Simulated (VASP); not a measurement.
The system is TiCo.

```
CELL_PARAMETERS angstrom
2.98611 0.00000 0.00000
0.00000 2.98611 0.00000
0.00000 0.00000 2.98611
ATOMIC_POSITIONS crystal
Ti 0.00000 0.00000 0.00000
Co 0.50000 0.50000 0.50000
```

Base run:

| Quantity | Value |
| --- | --- |
| Program | VASP 6.6.1 |
| Functional | r2SCAN |
| Potentials or basis | VASP PAW PBE potentials, release 64 (Ti_sv, Co) |
| Cutoff | 660 eV |
| k mesh | 6 × 6 × 6 |
| Occupations | gaussian, width 0.1 eV |
| Spin | no spin polarisation |

Its results: pressure -6.1 GPa.

Task: The run is repeated on the same cell with these changes: functional from r2SCAN to PBE; cutoff from 660 eV to 600 eV. What comes out?

Result: Pressure -2.7 GPa.

Caveats: the PAW data sets were made with another functional, which shifts forces and pressure a little (some runs).
